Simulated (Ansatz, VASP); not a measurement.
WS2: VASP beside Ansatz

```
W S
1.0
     3.22876    0.00000    0.00000
    -1.61438    2.79619    0.00000
     0.00000    0.00000    5.99365
W S
1 2
Cartesian
  0.0000 0.0000 0.0000
  0.0000 1.8641 1.5385
  1.6144 0.9321 4.4552
```

Alike in both runs: task single point; functional PBE; k mesh 12 × 12 × 4; occupations fermi-dirac, width 0.02 eV; no spin polarisation.

|  | VASP | Ansatz |
| --- | --- | --- |
| version | VASP 6.6.1 | Ansatz 0.2.0 |
| potentials or method | VASP PAW PBE potentials, release 64 (W_sv, S) | plane waves, PAW |
| plane-wave cutoff (eV) | 520 | 420 |
| valence electrons in the cell | 26 | 26 |

```tsv
	VASP	Ansatz	Ansatz less VASP
pressure (GPa)	3.1	3.1	+0.05
traceless stress, the component that is largest in VASP (GPa)	1.67	1.65	-0.024
rms of the force components (eV/Å)	0.131	0.132	+0.0002
```

Atom by atom the forces differ by 0.000 eV/Å (rms over components). The functional is the same, so the differences come from potentials, cutoffs and numerics.

Neither program's run includes spin-orbit coupling.
